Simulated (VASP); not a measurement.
The system is NaF.

```
Na F
1.0
     2.79349   -0.05182    0.00000
    -0.05182    2.79349    0.00000
     0.00000    0.00000    2.79349
Na F
1 1
Direct
  0.00000 0.00000 0.00000
  0.50000 0.50000 0.50000
```

This cell differs from its parent crystal: shear xy strain -3.7%.

Program: VASP 6.6.1. Alike in all runs: task single point; potentials or basis VASP PAW PBE potentials, release 64 (Na_pv, F); no spin polarisation; cell as given; cutoff (eV) 520.

Question: Order these runs on this cell by their pressure, lowest first.
A. level HSE06; k mesh 6 × 6 × 6; smearing gaussian 0.01 eV; grid for exact exchange (PRECFOCK) Normal; screening parameter 0.2079 1/Å
B. level r2SCAN; k mesh 10 × 10 × 10; smearing gaussian 0.01 eV
C. level PBE; k mesh 10 × 10 × 10; smearing fermi-dirac 0.02 eV

Answer: B (-0.6 GPa), A (2.0 GPa), C (4.3 GPa).

Caveats: the PAW data sets were made with another functional, which shifts forces and pressure a little (some runs).
